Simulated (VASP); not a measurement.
# CdF2 (I4mm) in VASP: notebook

CdF2 is run at these levels: PBE; tasks: single point.

Program: VASP 6.6.1. These are calculated values, not measurements. Logs are shortened: lines on timing, memory, paths and dates and some standing lists are left out, and cuts for length are marked.

## 1. The cell of the first run

The structure is tetragonal, space group I4mm (No. 107). The conventional cell has a = 3.810 Å, b = 3.810 Å, c = 5.388 Å, α = 90.00°, β = 90.00°, γ = 90.00°. Cd (site symmetry 4mm) has 8 F at 2.28 to 2.39 Å within 3.0 Å. Within 3.0 Å of F (site symmetry 2mm) lie 4 Cd at 2.28 to 2.39 Å and 6 F at 2.69 Å.

## 2. Single point, PBE (all Cd atoms moved -0.100 Å, as atom 1 along Cartesian [0 1 0])

The input, INCAR:

```
PREC = Accurate ; ENCUT = 520
EDIFF = 1E-6 ; ISMEAR = 0
SIGMA = 0.05 ; LREAL = False
LASPH = True ; NELM = 80
ALGO = Normal ; ISIF = 2
LWAVE = False ; LCHARG = True
GGA = PE ; LELF = True
LVHAR = True ; NBANDS = 20
```

The input, KPOINTS:

```
regular mesh
0
Gamma
  8 8 8
```

The input, POSCAR:

```
CdF2
1.0
    0.0000000000      2.6940000000      2.6940000000
    2.6940000000      0.0000000000      2.6940000000
    2.6940000000      2.6940000000      0.0000000000
Cd F
1 2
Direct
   -0.0185597624      0.0185597624     -0.0185597624
    0.2500000000      0.2500000000      0.2500000000
    0.7500000000      0.7500000000      0.7500000000
```

Potentials or basis: VASP PAW PBE potentials, release 64 (Cd, F).

On the command line:

```bash
> cat potpaw_PBE.64/Cd/POTCAR potpaw_PBE.64/F/POTCAR > POTCAR
> mpirun -np 1 vasp_std > vasp.out
```

OUTCAR:

```text
PREC = Accurate
   ENCUT = 520
   EDIFF = 1E-6
   ISMEAR = 0
   LREAL = False
   LASPH = True
   NELM = 80
   ISIF = 2
   GGA = PE

 ion  position               nearest neighbor table
   1  0.981  0.019  0.981-   3 2.28   3 2.28   2 2.28   2 2.28   3 2.39   3 2.39   2 2.39   2 2.39

   2  0.250  0.250  0.250-   1 2.28   1 2.28   1 2.39   1 2.39
   3  0.750  0.750  0.750-   1 2.28   1 2.28   1 2.39   1 2.39

  LATTYP: Found a face centered cubic cell.
 ALAT       =     5.3880000000

  Lattice vectors:

 A1 = (   0.0000000000,   2.6940000000,   2.6940000000)
 A2 = (   2.6940000000,   0.0000000000,   2.6940000000)
 A3 = (   2.6940000000,   2.6940000000,   0.0000000000)

Analysis of symmetry for initial positions (statically):
=====================================================================
 Subroutine PRICEL returns:
 Original cell was already a primitive cell.

 Routine SETGRP: Setting up the symmetry group for a
 face centered cubic supercell.

 Subroutine GETGRP returns: Found  8 space group operations
 (whereof  8 operations were pure point group operations)
 out of a pool of 48 trial point group operations.

The static configuration has the point symmetry C_4v.

Analysis of symmetry for dynamics (positions and initial velocities):
=====================================================================
 Subroutine PRICEL returns:
 Original cell was already a primitive cell.

 Routine SETGRP: Setting up the symmetry group for a
 face centered cubic supercell.

 Subroutine GETGRP returns: Found  8 space group operations
 (whereof  8 operations were pure point group operations)
 out of a pool of 48 trial point group operations.

The dynamic configuration has the point symmetry C_4v.

 Subroutine INISYM returns: Found  8 space group operations
 (whereof  8 operations are pure point group operations),
 and found     1 'primitive' translations

----------------------------------------------------------------------------------------

                                     Primitive cell

  volume of cell :      39.1041

  direct lattice vectors                    reciprocal lattice vectors
     0.000000000  2.694000000  2.694000000    -0.185597624  0.185597624  0.185597624
     2.694000000  0.000000000  2.694000000     0.185597624 -0.185597624  0.185597624
     2.694000000  2.694000000  0.000000000     0.185597624  0.185597624 -0.185597624

  length of vectors
     3.809891337  3.809891337  3.809891337     0.321464515  0.321464515  0.321464515

[... 68 lines left out ...]
   dimension x,y,z NGXF=    56 NGYF=   56 NGZF=   56
   ions per type =               1   2
   NGX,Y,Z   is equivalent  to a cutoff of  12.22, 12.22, 12.22 a.u.
   NGXF,Y,Z  is equivalent  to a cutoff of  24.44, 24.44, 24.44 a.u.
 SYSTEM =  unknown system
   PREC   = accura    normal or accurate (medium, high low for compatibility)
   ISTART =      0    job   : 0-new  1-cont  2-samecut
   ICHARG =      2    charge: 1-file 2-atom 10-const
   ISPIN  =      1    spin polarized calculation?
   LNONCOLLINEAR =      F non collinear calculations
   LSORBIT =      F    spin-orbit coupling
   LASPH  =      T    aspherical Exc in radial PAW
   ENCUT  =  520.0 eV  38.22 Ry    6.18 a.u.   7.08  7.08  7.08*2*pi/ulx,y,z
   NELM   =     80;   NELMIN=  2; NELMDL= -5     # of ELM steps
   EDIFF  = 0.1E-05   stopping-criterion for ELM
   LREAL  =      F    real-space projection
[... 7 lines left out ...]
   TEBEG  =    0.0;   TEEND  =   0.0 temperature during run
   PSTRESS=    0.0 pullay stress
   NELECT =      26.0000    total number of electrons
   NUPDOWN=      -1.0000    fix difference up-down
   EMIN   =  10.00;   EMAX   =-10.00  energy-range for DOS
   EFERMI =   0.00;   METHOD = LEGACY
   ISMEAR =     0;   SIGMA  =   0.05  broadening in eV -4-tet -1-fermi 0-gaus
   EFERMI_NEDOS =   21; number of points for ismear=-14 and -15
   IALGO  =     38    algorithm
   IMIX   =      4    mixing-type and parameters
     AMIX     =   0.40;   BMIX     =  1.00
     AMIX_MAG =   1.60;   BMIX_MAG =  1.00
  volume/ion in A,a.u.               =      13.03        87.96
  Fermi-wavevector in a.u.,A,eV,Ry     =   1.428867  2.700166 27.778468  2.041660
  Thomas-Fermi vector in A             =   2.548882
   LORBIT       =      0    0 simple, 1 ext, 2 COOP (PROOUT), +10 PAW based schemes
   GGA     = PE    functional components
   LHFCALC =     F    Hartree Fock is set to
   AEXX    =    0.0000 exact exchange contribution
   IVDW    =     0    specifies the selected vdW correction
   LEPSILON=     F    determine dielectric tensor
   LRPA    =     F    only Hartree local field effects (RPA)
 non-spin polarized calculation
 Gauss-broadening in eV      SIGMA  =   0.05
  energy-cutoff  :      520.00
  volume of cell :       39.10
 maximum number of plane-waves:      1067
   NGX = 15   NGY = 15   NGZ = 15

 number of electron      25.9999989 magnetization

 Free energy of the ion-electron system (eV)
  ---------------------------------------------------
  ext. energy  EPLUGINS =         0.00000000
  ---------------------------------------------------
  free energy    TOTEN  =       -10.82986381 eV

  energy without entropy =      -10.82986381  energy(sigma->0) =      -10.82986381

 E-fermi :  -1.0234     XC(G=0): -10.4096

 val. band max:       -1.2993436495   @ k =  -0.2500   0.5000   0.2500
 cond. band min:       1.7612501743   @ k =   0.0000   0.0000   0.0000
 fundamental gap:      3.0605938238
 Fermi energy:        -1.0233776579

 k-point     1 :       0.0000    0.0000    0.0000
  band No.  band energies     occupation
      1     -22.1256      2.00000
      2     -21.0250      2.00000
      3      -6.9375      2.00000
      4      -6.9375      2.00000
      5      -6.9132      2.00000
      6      -5.7406      2.00000
[... 541 lines left out ...]
     19      18.6055      0.00000
     20      20.0573      0.00000

 [... further k-points ...]
[... 5 lines left out ...]
  --------------------------------------------------------------------------------------
  -------------------------------------------------------------------------------------
  Total        1.6970557      1.5750937      1.6970557     -0.0000000      0.0000000      0.0000000
  in kB       69.5318684     64.5348350     69.5318684     -0.0000000      0.0000000      0.0000000
  external PRESSURE =      67.8661906 kB  Pullay stress =       0.0000000 kB

 VOLUME and BASIS-vectors are now :
 -----------------------------------------------------------------------------
  energy-cutoff  :      520.00
  volume of cell :       39.10
      direct lattice vectors                 reciprocal lattice vectors
     0.000000000  2.694000000  2.694000000    -0.185597624  0.185597624  0.185597624
     2.694000000  0.000000000  2.694000000     0.185597624 -0.185597624  0.185597624
     2.694000000  2.694000000  0.000000000     0.185597624  0.185597624 -0.185597624

 POSITION                                       TOTAL-FORCE (eV/Angst)
 -----------------------------------------------------------------------------------
      2.69400      5.28800      2.69400         0.000000      0.590276      0.000000
      1.34700      1.34700      1.34700         0.000000     -0.295138      0.000000
      4.04100      4.04100      4.04100        -0.000000     -0.295138     -0.000000
 -----------------------------------------------------------------------------------
    total drift:                                0.000001      0.000288      0.000001

  FREE ENERGIE OF THE ION-ELECTRON SYSTEM (eV)
  ---------------------------------------------------
  free  energy   TOTEN  =       -10.8298638118 eV

  energy  without entropy=      -10.8298638118  energy(sigma->0) =      -10.82986381
```

OSZICAR:

```text
N       E                     dE             d eps       ncg     rms          rms(c)
DAV:   1     0.201934652929E+03    0.20193E+03   -0.15539E+04  2408   0.133E+03
DAV:   2    -0.332785867305E+01   -0.20526E+03   -0.19661E+03  2560   0.345E+02
DAV:   3    -0.124966715675E+02   -0.91688E+01   -0.91432E+01  2688   0.795E+01
DAV:   4    -0.125396017871E+02   -0.42930E-01   -0.42928E-01  2560   0.555E+00
DAV:   5    -0.125397555758E+02   -0.15379E-03   -0.15379E-03  2680   0.299E-01    0.104E+01
DAV:   6    -0.107977230723E+02    0.17420E+01   -0.39767E+00  3028   0.379E+01    0.755E+00
DAV:   7    -0.108447005825E+02   -0.46978E-01   -0.90955E-01  2416   0.873E+00    0.431E+00
DAV:   8    -0.108381485740E+02    0.65520E-02   -0.13846E-01  2440   0.353E+00    0.711E-01
DAV:   9    -0.108291601649E+02    0.89884E-02   -0.34891E-02  2836   0.236E+00    0.879E-02
DAV:  10    -0.108297406298E+02   -0.58046E-03   -0.29776E-03  2436   0.602E-01    0.122E-01
DAV:  11    -0.108298402572E+02   -0.99627E-04   -0.12411E-04  2584   0.110E-01    0.365E-02
DAV:  12    -0.108298621842E+02   -0.21927E-04   -0.33389E-05  2436   0.511E-02    0.187E-02
DAV:  13    -0.108298640417E+02   -0.18574E-05   -0.66976E-06  2580   0.212E-02    0.343E-03
DAV:  14    -0.108298638118E+02    0.22983E-06   -0.59304E-07  2068   0.984E-03
   1 F= -.10829864E+02 E0= -.10829864E+02  d E =-.650415E-17
```

Run time: 67 s. Hardware: 1 thread of Intel Xeon 8259CL, shared host; peak memory 0.18 GiB.

What came out:

| Property | Result |
| --- | --- |
| Free energy | -10.8299 eV |
| Pressure | 6.8 GPa |
| Largest force | 0.590 eV/Å |
| Band gap on the k mesh | 3.06 eV, indirect (least direct gap 3.57 eV) |

Forces on the atoms (eV/Å):
```
Cd   0.000  0.590  0.000
F    0.000 -0.295  0.000
F    0.000 -0.295  0.000
```

Levels at points of the mesh, in eV from the valence-band top:
```tsv
k point	band 11	band 12	band 13	band 14	band 15	band 16
(0.00, 0.00, 0.00)	-0.52	-0.52	-0.51	3.06	12.69	12.73
(0.50, 0.00, 0.00)	-1.83	-0.41	-0.41	7.16	9.15	14.51
(0.50, 0.50, 0.00)	-0.50	-0.13	-0.09	7.98	9.66	11.88
(0.50, 0.00, 0.50)	-0.48	-0.11	-0.11	7.99	9.63	11.91
```

Caveat: the cell differs from its parent crystal (all Cd atoms moved -0.100 Å, as atom 1 along Cartesian [0 1 0]).

## 3. Single point, PBE (all Cd atoms moved +0.075 Å, as atom 1 along Cartesian [0 1 0])

The input, INCAR:

```
SYSTEM = CdF2
PREC = Accurate ; ENCUT = 520
EDIFF = 1E-6 ; ISMEAR = 0
SIGMA = 0.05 ; LREAL = .False.
LASPH = .True. ; NELM = 100
ALGO = Normal ; ISIF = 2
LWAVE = .False. ; LCHARG = .False.
GGA = PE ; NBANDS = 20
```

The input, KPOINTS:

```
regular mesh
0
Gamma
  8 8 8
  0 0 0
```

Changes to POSCAR since step 2:

```diff
@@ -8,3 +8,3 @@
 Direct
-   -0.0185597624      0.0185597624     -0.0185597624
+    0.0139198218     -0.0139198218      0.0139198218
     0.2500000000      0.2500000000      0.2500000000
```

Potentials or basis: VASP PAW PBE potentials, release 64 (Cd, F).

On the command line:

```bash
> cat potpaw_PBE.64/Cd/POTCAR potpaw_PBE.64/F/POTCAR > POTCAR
> mpirun -np 1 vasp_std > vasp.out
```

Run time: 68 s. Hardware: 1 thread of Intel Xeon 8259CL, shared host; peak memory 0.18 GiB.

It converged, with:

| Property | Result |
| --- | --- |
| Free energy | -10.8428 eV |
| Pressure | 6.5 GPa |
| Largest force | 0.442 eV/Å |
| Band gap on the k mesh | 3.06 eV, indirect (least direct gap 3.57 eV) |

Forces on the atoms (eV/Å):
```
Cd   0.000 -0.442  0.000
F    0.000  0.221  0.000
F    0.000  0.221  0.000
```

Stress tensor (GPa, compression positive):
```
6.63 0.00 0.00
0.00 6.35 0.00
0.00 0.00 6.63
```

Levels at points of the mesh, in eV from the valence-band top:
| k point | band 10 | band 11 | band 12 | band 13 | band 14 | band 15 | band 16 | band 17 |
| --- | --- | --- | --- | --- | --- | --- | --- | --- |
| (0.00, 0.00, 0.00) | -0.96 | -0.51 | -0.51 | -0.50 | 3.06 | 12.70 | 12.72 | 12.72 |
| (0.50, 0.00, 0.00) | -1.84 | -1.83 | -0.41 | -0.40 | 7.17 | 9.16 | 14.51 | 14.51 |
| (0.50, 0.50, 0.00) | -2.84 | -0.50 | -0.11 | -0.09 | 7.99 | 9.66 | 11.90 | 14.29 |
| (0.50, 0.00, 0.50) | -2.94 | -0.49 | -0.10 | -0.10 | 8.00 | 9.64 | 11.92 | 14.29 |

Caveat: the cell differs from its parent crystal (all Cd atoms moved +0.075 Å, as atom 1 along Cartesian [0 1 0]). A k mesh can miss the band edges.

## 4. Single point, PBE (all Cd atoms moved -0.050 Å, as atom 1 along Cartesian [0 1 0])

The input, INCAR:

```
PREC     = Accurate       # precision mode
ENCUT    = 520            # plane-wave cutoff, eV
EDIFF    = 1E-6           # SCF threshold, eV
ISMEAR   = 0              # smearing method
SIGMA    = 0.05           # smearing width, eV
LREAL    = F              # projectors in reciprocal space
LASPH    = T              # aspherical terms in the spheres
NELM     = 60             # most SCF steps
ALGO     = Normal         # electronic algorithm
ISIF     = 2              # what is computed and relaxed
LWAVE    = F              # write WAVECAR
LCHARG   = T              # write CHGCAR
GGA      = PE             # functional
LELF     = T              # ELF
LVHAR    = T            
NBANDS   = 20             # bands
```

The input, KPOINTS:

```
regular mesh
0
Gamma
  8 8 8
```

Changes to POSCAR since step 3:

```diff
@@ -8,3 +8,3 @@
 Direct
-    0.0139198218     -0.0139198218      0.0139198218
+   -0.0092798812      0.0092798812     -0.0092798812
     0.2500000000      0.2500000000      0.2500000000
```

On the command line:

```bash
> cat potpaw_PBE.64/Cd/POTCAR potpaw_PBE.64/F/POTCAR > POTCAR
> mpirun -np 1 vasp_std > vasp.out
```

Wall time 74 s (1 thread of Intel Xeon 8259CL, shared host); peak memory 0.18 GiB.

The run converged. Its results:

| Item | Value |
| --- | --- |
| Free energy | -10.8520 eV |
| Pressure | 6.4 GPa |
| Largest force | 0.295 eV/Å |
| Band gap on the k mesh | 3.07 eV, indirect (least direct gap 3.57 eV) |

Forces in eV/Å, atoms in the order of the input:
```
Cd   0.000  0.295  0.000
F    0.000 -0.148  0.000
F    0.000 -0.148  0.000
```

Stress tensor (GPa, compression positive):
```
6.39 0.00 0.00
0.00 6.27 0.00
0.00 0.00 6.39
```

Levels at points of the mesh, in eV from the valence-band top:
| k point | band 11 | band 12 | band 13 | band 14 | band 15 | band 16 |
| --- | --- | --- | --- | --- | --- | --- |
| (0.00, 0.00, 0.00) | -0.50 | -0.50 | -0.50 | 3.07 | 12.70 | 12.71 |
| (0.50, 0.00, 0.00) | -1.84 | -0.40 | -0.40 | 7.17 | 9.16 | 14.50 |
| (0.50, 0.50, 0.00) | -0.50 | -0.10 | -0.09 | 8.00 | 9.65 | 11.91 |
| (0.50, 0.00, 0.50) | -0.49 | -0.09 | -0.09 | 8.00 | 9.65 | 11.92 |

Caveat: the cell differs from its parent crystal (all Cd atoms moved -0.050 Å, as atom 1 along Cartesian [0 1 0]).
